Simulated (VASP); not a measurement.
PtSe2:

```
CELL_PARAMETERS angstrom
3.67682 0.00000 0.00000
-1.83841 3.18422 0.00000
0.00000 0.00000 5.20380
ATOMIC_POSITIONS crystal
Pt 0.00000 0.00000 0.00000
Se 0.33333 0.66667 0.25382
Se 0.66667 0.33333 0.74618
```

This cell differs from its parent crystal: strain -1.4%.

Base run:

* Program: VASP 6.6.1
* Functional: r2SCAN
* Potentials or basis: VASP PAW PBE potentials, release 64 (Pt, Se)
* Cutoff: 520 eV
* k mesh: 12 × 12 × 6
* Occupations: fermi-dirac, width 0.02 eV
* Spin: no spin polarisation

Its results: band gap on the k mesh zero (band 11 reaches 6.59 eV, above the bottom of band 12 at 6.38 eV); pressure 4.7 GPa; largest force 0.018 eV/Å.

Task: The run is repeated on the same cell with these changes: functional from r2SCAN to PBE; further incar settings from ALGO = Normal; EDIFF = 1e-06; NBANDS = 18 to ALGO = Normal; EDIFF = 1e-07; NBANDS = 18. What comes out?

Result: Band gap on the k mesh zero (band 11 reaches 6.83 eV, above the bottom of band 12 at 6.48 eV); pressure 6.9 GPa; largest force 0.217 eV/Å.

Caveats: spin-orbit coupling is left out, which moves the levels of the heavy elements; the PAW data sets were made with another functional, which shifts forces and pressure a little (some runs).
